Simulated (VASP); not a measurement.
The system is Ca3Lu.

```
Lu Ca
1.0
     5.36177    0.00000    0.00000
     0.00000    5.36177    0.00000
     0.00000    0.00000    5.36177
Lu Ca
1 3
Direct
  0.50000 0.50000 0.50000
  0.00000 0.00000 0.50000
  0.00000 0.50000 0.00000
  0.50000 0.00000 0.00000
```

- Program: VASP 6.6.1
- Task: relaxation of cell and atoms
- Functional: PBE
- Dispersion: D3(BJ)
- Potentials or basis: VASP PAW PBE potentials, release 64 (Lu, Ca_sv)
- Cutoff: 600 eV
- k mesh: 5 × 5 × 5
- Occupations: fermi-dirac, width 0.05 eV
- Spin: no spin polarisation

At the start: pressure -1.0 GPa; volume 38.54 Å³/atom.

Where does the relaxation end?

Over 3 steps the energy falls by 5.6 meV/atom and the volume is 36.80 Å³/atom (-4.5 %); space group Pm-3m (No. 221, to 0.1 Å) before and after.

The path:
```csv
step,energy change (eV),largest force (eV/Å),pressure (GPa),volume (Å³)
1,0.0000,0.0000,-1.00,154.14
2,-0.0213,0.0000,-0.26,148.83
3,-0.0226,0.0000,0.00,147.20
```

Final structure:
```
Lu Ca
1.0
     5.28008    0.00000    0.00000
     0.00000    5.28008    0.00000
     0.00000    0.00000    5.28008
Lu Ca
1 3
Direct
  0.50000 0.50000 0.50000
  0.00000 0.00000 0.50000
  0.00000 0.50000 0.00000
  0.50000 0.00000 0.00000
```
